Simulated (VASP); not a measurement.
# BN (P6_3mc) in VASP: notebook, part 2 of 2

VASP 6.6.1. The steps go on from the part before.

### Step 4. Single point, r2SCAN (uniaxial z strain -2.0%)

Input file POSCAR:

```
BN
1.0
    2.5439499996      0.0000000000      0.0000000000
   -1.2719749998      2.2031253256      0.0000000000
    0.0000000000      0.0000000000      4.1236590347
B N
2 2
Direct
    0.3333333333      0.6666666667      0.0001020310
    0.6666666667      0.3333333333      0.5001020310
    0.3333333333      0.6666666667      0.3748979690
    0.6666666667      0.3333333333      0.8748979690
```

Input file INCAR.step1:

```
ALGO = Normal ; EDIFF = 1E-4
ENCUT = 520 ; GGA = PE
ISMEAR = 0 ; LASPH = True
LCHARG = False ; LREAL = False
LWAVE = True ; NBANDS = 16
NELM = 80 ; PREC = Accurate
SIGMA = 0.01
```

Input file INCAR.step2:

```
ALGO = Normal ; EDIFF = 1E-7
ENCUT = 520 ; ISIF = 2
ISMEAR = 0 ; ISTART = 1
LASPH = True ; LCHARG = False
LMIXTAU = True ; LREAL = False
LWAVE = False ; METAGGA = R2SCAN
NBANDS = 16 ; NELM = 80
PREC = Accurate ; SIGMA = 0.01
```

Input file KPOINTS:

```
k-points
0
Gamma
  12 12 6
```

Potentials or basis: VASP PAW PBE potentials, release 64 (B, N).

Launch:

```
$ cat potpaw_PBE.64/B/POTCAR potpaw_PBE.64/N/POTCAR > POTCAR
$ cp INCAR.step1 INCAR
$ mpirun -np 1 vasp_std > vasp.out
$ cp INCAR.step2 INCAR
$ mpirun -np 1 vasp_std > vasp.out
```

OUTCAR:

```text
EDIFF = 1E-7
   ENCUT = 520
   ISIF = 2
   ISMEAR = 0
   ISTART = 1
   LASPH = True
   LREAL = False
   METAGGA = R2SCAN
   NELM = 80
   PREC = Accurate

 ion  position               nearest neighbor table
   1  0.333  0.667  0.000-   3 1.55   4 1.56   4 1.56   4 1.56
   2  0.667  0.333  0.500-   4 1.55   3 1.56   3 1.56   3 1.56
   3  0.333  0.667  0.375-   1 1.55   2 1.56   2 1.56   2 1.56
   4  0.667  0.333  0.875-   2 1.55   1 1.56   1 1.56   1 1.56

  LATTYP: Found a hexagonal cell.
 ALAT       =     2.5439499996
 C/A-ratio  =     1.6209670140

  Lattice vectors:

 A1 = (   2.5439499996,   0.0000000000,   0.0000000000)
 A2 = (  -1.2719749998,   2.2031253256,   0.0000000000)
 A3 = (   0.0000000000,   0.0000000000,   4.1236590347)

Analysis of symmetry for initial positions (statically):
=====================================================================
 Subroutine PRICEL returns:
 Original cell was already a primitive cell.

 Routine SETGRP: Setting up the symmetry group for a
 hexagonal supercell.

 Subroutine GETGRP returns: Found 12 space group operations
 (whereof  6 operations were pure point group operations)
 out of a pool of 24 trial point group operations.

The static configuration has the point symmetry C_3v.
 The point group associated with its full space group is C_6v.

Analysis of symmetry for dynamics (positions and initial velocities):
=====================================================================
 Subroutine PRICEL returns:
 Original cell was already a primitive cell.

 Routine SETGRP: Setting up the symmetry group for a
 hexagonal supercell.

 Subroutine GETGRP returns: Found 12 space group operations
 (whereof  6 operations were pure point group operations)
 out of a pool of 24 trial point group operations.

The dynamic configuration has the point symmetry C_3v.
 The point group associated with its full space group is C_6v.

 Subroutine INISYM returns: Found 12 space group operations
 (whereof  6 operations are pure point group operations),
 and found     1 'primitive' translations

----------------------------------------------------------------------------------------

                                     Primitive cell

  volume of cell :      23.1116

  direct lattice vectors                    reciprocal lattice vectors
     2.543950000  0.000000000  0.000000000     0.393089487  0.226950321  0.000000000
    -1.271975000  2.203125326  0.000000000     0.000000000  0.453900642  0.000000000
     0.000000000  0.000000000  4.123659035     0.000000000  0.000000000  0.242503076

  length of vectors
     2.543950000  2.543950000  4.123659035     0.453900642  0.453900642  0.242503076

  position of ions in fractional coordinates (direct lattice)
     0.333333333  0.666666667  0.000102031
     0.666666667  0.333333333  0.500102031
     0.333333333  0.666666667  0.374897969
     0.666666667  0.333333333  0.874897969

  ion indices of the primitive-cell ions
   primitive index   ion index
                 1           1
                 2           2
                 3           3
                 4           4

----------------------------------------------------------------------------------------

 KPOINTS: k-points

Automatic generation of k-mesh.
 Grid dimensions read from file:
 generate k-points for:   12   12    6

 Generating k-lattice:

  Cartesian coordinates                     Fractional coordinates (reciprocal lattice)
     0.032757457  0.018912527  0.000000000     0.083333333  0.000000000  0.000000000
     0.000000000  0.037825054  0.000000000     0.000000000  0.083333333  0.000000000
     0.000000000  0.000000000  0.040417179     0.000000000  0.000000000  0.166666667

  Length of vectors
     0.037825054  0.037825054  0.040417179

  Shift w.r.t. Gamma in fractional coordinates (k-lattice)
     0.000000000  0.000000000  0.000000000

 Subroutine IBZKPT returns following result:
 ===========================================

 Found     76 irreducible k-points:

 Following reciprocal coordinates:
            Coordinates               Weight
  0.000000  0.000000  0.000000      1.000000
  0.083333 -0.000000  0.000000      6.000000
  0.166667  0.000000  0.000000      6.000000
  0.250000 -0.000000  0.000000      6.000000
  0.333333 -0.000000  0.000000      6.000000
  0.416667  0.000000  0.000000      6.000000
[... 16 lines left out ...]
  0.250000 -0.000000  0.166667     12.000000
  0.333333 -0.000000  0.166667     12.000000
 [... further k-points ...]
   k-points           NKPTS =     76   k-points in BZ     NKDIM =     76   number of bands    NBANDS=     16
   number of dos      NEDOS =    301   number of ions     NIONS =      4
   total plane-waves  NPLWV =  12800
   dimension x,y,z NGX =    20 NGY =   20 NGZ =   32
   dimension x,y,z NGXF=    40 NGYF=   40 NGZF=   64
   ions per type =               2   2
   NGX,Y,Z   is equivalent  to a cutoff of  13.07, 13.07, 12.90 a.u.
   NGXF,Y,Z  is equivalent  to a cutoff of  26.14, 26.14, 25.80 a.u.
 SYSTEM =  unknown system
   PREC   = accura    normal or accurate (medium, high low for compatibility)
   ISTART =      1    job   : 0-new  1-cont  2-samecut
   ICHARG =      0    charge: 1-file 2-atom 10-const
   ISPIN  =      1    spin polarized calculation?
   LNONCOLLINEAR =      F non collinear calculations
   LSORBIT =      F    spin-orbit coupling
   LASPH  =      T    aspherical Exc in radial PAW
   ENCUT  =  520.0 eV  38.22 Ry    6.18 a.u.   4.73  4.73  7.67*2*pi/ulx,y,z
   NELM   =     80;   NELMIN=  2; NELMDL=  0     # of ELM steps
   EDIFF  = 0.1E-06   stopping-criterion for ELM
   LREAL  =      F    real-space projection
   EDIFFG = 0.1E-05   stopping-criterion for IOM
   NSW    =      0    number of steps for IOM
   IBRION =     -1    ionic relax: 0-MD 1-quasi-New 2-CG
   NFREE  =      0    steps in history (QN), initial steepest desc. (CG)
   ISIF   =      2    stress and relaxation
   ISYM   =      2    0-nonsym 1-usesym 2-fastsym
   POTIM  = 0.5000    time-step for ionic-motion
   TEBEG  =    0.0;   TEEND  =   0.0 temperature during run
   PSTRESS=    0.0 pullay stress
   NELECT =      16.0000    total number of electrons
   NUPDOWN=      -1.0000    fix difference up-down
   EMIN   =  10.00;   EMAX   =-10.00  energy-range for DOS
   EFERMI =   0.00;   METHOD = LEGACY
   ISMEAR =     0;   SIGMA  =   0.01  broadening in eV -4-tet -1-fermi 0-gaus
   EFERMI_NEDOS =   21; number of points for ismear=-14 and -15
   IALGO  =     38    algorithm
   IMIX   =      4    mixing-type and parameters
     AMIX     =   0.40;   BMIX     =  1.00
     AMIX_MAG =   1.60;   BMIX_MAG =  1.00
  volume/ion in A,a.u.               =       5.78        38.99
  Fermi-wavevector in a.u.,A,eV,Ry     =   1.448231  2.736761 28.536512  2.097374
  Thomas-Fermi vector in A             =   2.566096
   LORBIT       =      0    0 simple, 1 ext, 2 COOP (PROOUT), +10 PAW based schemes
   METAGGA = R2SCAN    functional components
   LHFCALC =     F    Hartree Fock is set to
   AEXX    =    0.0000 exact exchange contribution
   IVDW    =     0    specifies the selected vdW correction
   LEPSILON=     F    determine dielectric tensor
   LRPA    =     F    only Hartree local field effects (RPA)
 non-spin polarized calculation
 Gauss-broadening in eV      SIGMA  =   0.01
  energy-cutoff  :      520.00
  volume of cell :       23.11
 maximum number of plane-waves:       640
 NGX is ok and might be reduce to    20
   NGX =  9   NGY =  9   NGZ = 15

 number of electron      16.0000002 magnetization

 Free energy of the ion-electron system (eV)
  ---------------------------------------------------
  ext. energy  EPLUGINS =         0.00000000
  ---------------------------------------------------
  free energy    TOTEN  =       -38.22861585 eV

  energy without entropy =      -38.22861585  energy(sigma->0) =      -38.22861585

 E-fermi :   7.8054     XC(G=0): -13.7508

 val. band max:        7.6635037667   @ k =   0.0000   0.0000   0.0000
 cond. band min:      13.4416618951   @ k =   0.3333   0.3333   0.0000
 fundamental gap:      5.7781581284
 Fermi energy:         7.8054356251

 k-point     1 :       0.0000    0.0000    0.0000
  band No.  band energies     occupation
      1     -14.0529      2.00000
      2      -9.5259      2.00000
      3      -3.8008      2.00000
      4       5.2498      2.00000
      5       5.2498      2.00000
      6       7.4603      2.00000
[... 433 lines left out ...]
      3      -1.7097      2.00000
      4      -0.0654      2.00000
      5       1.3909      2.00000
      6       2.9830      2.00000
[... 8 lines left out ...]
     15      25.1458      0.00000
     16      25.5593      0.00000

 [... further k-points ...]
[... 5 lines left out ...]
  --------------------------------------------------------------------------------------
  -------------------------------------------------------------------------------------
  Total        0.3559319      0.3559319      3.4857059      0.0000000      0.0000000      0.0000000
  in kB       24.6744213     24.6744213    241.6410968      0.0000000      0.0000000      0.0000000
  external PRESSURE =      96.9966465 kB  Pullay stress =       0.0000000 kB

 VOLUME and BASIS-vectors are now :
 -----------------------------------------------------------------------------
  energy-cutoff  :      520.00
  volume of cell :       23.11
      direct lattice vectors                 reciprocal lattice vectors
     2.543950000  0.000000000  0.000000000     0.393089487  0.226950321  0.000000000
    -1.271975000  2.203125326  0.000000000     0.000000000  0.453900642  0.000000000
     0.000000000  0.000000000  4.123659035     0.000000000  0.000000000  0.242503076

 POSITION                                       TOTAL-FORCE (eV/Angst)
 -----------------------------------------------------------------------------------
     -0.00000      1.46875      0.00042        -0.000000      0.000000     -0.002038
      1.27197      0.73438      2.06225        -0.000000      0.000000     -0.002038
     -0.00000      1.46875      1.54595         0.000000     -0.000000      0.002038
      1.27197      0.73438      3.60778        -0.000000      0.000000      0.002038
 -----------------------------------------------------------------------------------
    total drift:                               -0.000000      0.000000     -0.002167

  FREE ENERGIE OF THE ION-ELECTRON SYSTEM (eV)
  ---------------------------------------------------
  free  energy   TOTEN  =       -38.2286158484 eV

  energy  without entropy=      -38.2286158484  energy(sigma->0) =      -38.22861585
```

Run time: 3.1 min. Hardware: 1 thread of Intel Xeon 8259CL, shared host; peak memory 0.15 GiB.

What came out:

```yaml
Free_energy: -38.2286 eV
Pressure: 9.7 GPa
Band_gap_on_the_k_mesh: 5.78 eV (least direct gap 8.95 eV)
```

Forces in eV/Å, atoms in the order of the input:
```
B    0.000  0.000 -0.002
B    0.000  0.000 -0.002
N    0.000  0.000  0.002
N    0.000  0.000  0.002
```

Caveat: the cell differs from its parent crystal (uniaxial z strain -2.0%); the cell stands under pressure; the PAW data sets were made with another functional, which shifts forces and pressure a little. A k mesh can miss the band edges.

### Step 5. Single point, r2SCAN (uniaxial z strain -1.0%)

Input file POSCAR:

```
BN
1.0
    2.5439499996      0.0000000000      0.0000000000
   -1.2719749998      2.2031253256      0.0000000000
    0.0000000000      0.0000000000      4.1657371881
B N
2 2
Direct
    0.3333333333      0.6666666667      0.0002034650
    0.6666666667      0.3333333333      0.5002034650
    0.3333333333      0.6666666667      0.3747965350
    0.6666666667      0.3333333333      0.8747965350
```

Input file INCAR.step1:

```
PREC = Accurate
ENCUT = 520
ISMEAR = 0
SIGMA = 0.01
LREAL = F
LASPH = T
NELM = 80
NBANDS = 16
GGA = PE
ALGO = Normal
EDIFF = 1E-4
LWAVE = T
LCHARG = F
```

Input file INCAR.step2:

```
PREC = Accurate
ENCUT = 520
EDIFF = 1E-6
ISMEAR = 0
SIGMA = 0.01
LREAL = F
LASPH = T
NELM = 80
ALGO = Normal
ISIF = 2
LWAVE = F
LCHARG = T
METAGGA = R2SCAN
LMIXTAU = T
LELF = T
LVHAR = T
NBANDS = 16
ISTART = 1
```

Input file KPOINTS:

```
regular mesh
0
Gamma
  12 12 6
```

Launch:

```
$ cat potpaw_PBE.64/B/POTCAR potpaw_PBE.64/N/POTCAR > POTCAR
$ cp INCAR.step1 INCAR
$ mpirun -np 1 vasp_std > vasp.out
$ cp INCAR.step2 INCAR
$ mpirun -np 1 vasp_std > vasp.out
```

Run time: 2.6 min. Hardware: 1 thread of Intel Xeon 8259CL, shared host; peak memory 0.15 GiB.

It converged, with:

```yaml
Free_energy: -38.2559 eV
Pressure: 5.3 GPa
Band_gap_on_the_k_mesh: 5.74 eV (least direct gap 8.98 eV)
```

Stress tensor (GPa, compression positive):
```
 1.76  0.00  0.00
 0.00  1.76  0.00
 0.00  0.00 12.23
```

Levels at points of the mesh, in eV from the valence-band top:
| k point | band 6 | band 7 | band 8 | band 9 | band 10 | band 11 |
| --- | --- | --- | --- | --- | --- | --- |
| (0.00, 0.00, 0.00) | -0.24 | 0.00 | 0.00 | 9.02 | 9.02 | 9.71 |
| (0.50, 0.00, 0.00) | -5.30 | -4.61 | -2.18 | 7.23 | 8.71 | 11.36 |
| (0.00, 0.00, 0.50) | -1.28 | -1.28 | -1.28 | 10.20 | 10.20 | 10.68 |
| (0.50, 0.00, 0.50) | -3.98 | -3.71 | -3.71 | 7.27 | 7.27 | 10.85 |

Caveat: the cell differs from its parent crystal (uniaxial z strain -1.0%); the cell stands under pressure; the PAW data sets were made with another functional, which shifts forces and pressure a little. A k mesh can miss the band edges.

### Step 6. Single point, r2SCAN

This run uses another cell than the first one, of 5.90 Å³/atom.

POSCAR: that of step 5 with these lines changed.

```diff
@@ -4,3 +4,3 @@
    -1.2719749998      2.2031253256      0.0000000000
-    0.0000000000      0.0000000000      4.1657371881
+    0.0000000000      0.0000000000      4.2078153415
 B N
```

Input file INCAR.step1:

```
SYSTEM = BN
PREC = Accurate
ENCUT = 520
ISMEAR = 0
SIGMA = 0.01
LREAL = .False.
LASPH = .True.
NELM = 60
NBANDS = 16
GGA = PE
ALGO = Normal
EDIFF = 1E-4
LWAVE = .True.
LCHARG = .False.
```

Input file INCAR.step2:

```
SYSTEM = BN
PREC = Accurate
ENCUT = 520
EDIFF = 1E-7
ISMEAR = 0
SIGMA = 0.01
LREAL = .False.
LASPH = .True.
NELM = 60
ALGO = Normal
ISIF = 2
LWAVE = .False.
LCHARG = .False.
METAGGA = R2SCAN
LMIXTAU = .True.
NBANDS = 16
ISTART = 1
```

Input file KPOINTS:

```
Automatic mesh
0
Gamma
  12 12 6
  0 0 0
```

Potentials or basis: VASP PAW PBE potentials, release 64 (B, N).

Launch:

```
$ cat potpaw_PBE.64/B/POTCAR potpaw_PBE.64/N/POTCAR > POTCAR
$ cp INCAR.step1 INCAR
$ mpirun -np 1 vasp_std > vasp.out
$ cp INCAR.step2 INCAR
$ mpirun -np 1 vasp_std > vasp.out
```

It took 2.5 min on 1 thread of Intel Xeon 8259CL, shared host; peak memory 0.15 GiB.

It converged, with:

| Property | Result |
| --- | --- |
| Free energy | -38.2662 eV |
| Pressure | 1.1 GPa |
| Band gap on the k mesh | 5.72 eV (least direct gap 8.98 eV) |

Forces in eV/Å, atoms in the order of the input:
```
B    0.000  0.000  0.002
B    0.000  0.000  0.002
N    0.000  0.000 -0.002
N    0.000  0.000 -0.002
```

Levels at points of the mesh, in eV from the valence-band top:
| k point | band 5 | band 6 | band 7 | band 8 | band 9 | band 10 | band 11 | band 12 |
| --- | --- | --- | --- | --- | --- | --- | --- | --- |
| (0.00, 0.00, 0.00) | -2.21 | -0.27 | 0.00 | 0.00 | 9.08 | 9.08 | 9.31 | 10.22 |
| (0.50, 0.00, 0.00) | -7.21 | -5.19 | -4.53 | -2.20 | 7.30 | 8.60 | 11.38 | 12.23 |
| (0.00, 0.00, 0.50) | -1.22 | -1.22 | -1.22 | -1.22 | 10.25 | 10.25 | 10.69 | 10.69 |
| (0.50, 0.00, 0.50) | -3.92 | -3.92 | -3.73 | -3.73 | 7.20 | 7.20 | 10.72 | 10.72 |

Caveat: the PAW data sets were made with another functional, which shifts forces and pressure a little.

### Step 7. Overview

```csv
cell,gap on the mesh (eV),pressure (GPa)
"a = 2.544, b = 2.544, c = 4.040 Å, angles 90.0, 90.0, 120.0°, 4 atoms",5.89,19.5
"a = 2.544, b = 2.544, c = 4.082 Å, angles 90.0, 90.0, 120.0°, 4 atoms",5.83,14.5
"a = 2.544, b = 2.544, c = 4.124 Å, angles 90.0, 90.0, 120.0°, 4 atoms",5.78,9.7
"a = 2.544, b = 2.544, c = 4.166 Å, angles 90.0, 90.0, 120.0°, 4 atoms",5.74,5.3
"a = 2.544, b = 2.544, c = 4.208 Å, angles 90.0, 90.0, 120.0°, 4 atoms",5.72,1.1
```

Alike in all rows: task single point; level r2SCAN; potentials or basis VASP PAW PBE potentials, release 64 (B, N); no spin polarisation; k mesh 12 × 12 × 6; cutoff (eV) 520; smearing gaussian 0.01 eV.

Caveats: the PAW data sets were made with another functional, which shifts forces and pressure a little; the cell stands under pressure (at least some runs).

Total energies depend on the potentials used, so only differences within one code and one set of settings carry meaning.
